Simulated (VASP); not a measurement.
A run of VASP 6.6.1:

INCAR

```
SYSTEM = LiPb
PREC = Accurate ; ENCUT = 520
EDIFF = 1E-6 ; ISMEAR = -1
SIGMA = 0.1 ; LREAL = .FALSE.
LASPH = .TRUE. ; NELM = 100
ALGO = Normal ; ISIF = 2
LWAVE = .FALSE. ; LCHARG = .FALSE.
GGA = PS ; NBANDS = 16
```

Contents of KPOINTS:

```
regular mesh
0
G
  7 7 7
  0 0 0
```

POSCAR

```
LiPb
1.0
    2.4251502382      1.4001612438      2.0061268764
   -2.4251502382      1.4001612438      2.0061268764
    0.0000000000     -2.8003224875      2.0061268764
Li Pb
1 1
Direct
    0.5000000000      0.5000000000      0.5000000000
    0.0000000000      0.0000000000      0.0000000000
```

Potentials or basis: VASP PAW PBE potentials, release 64 (Li_sv, Pb_d).

Command:

```console
$ cat potpaw_PBE.64/Li_sv/POTCAR potpaw_PBE.64/Pb_d/POTCAR > POTCAR
$ mpirun -np 1 vasp_std > vasp.out
```

Hardware: 1 thread of Intel(R) Xeon(R) Platinum 8259CL CPU @ 2.50GHz (Skylake/Cascade Lake), on a shared host.

Q: Estimate the wall time of this run.

A: Run time: 18 s on 1 thread of Intel(R) Xeon(R) Platinum 8259CL CPU @ 2.50GHz (Skylake/Cascade Lake), with other jobs on the host, peak memory 0.17 GiB. Counts: scf iterations 11, k points 44.
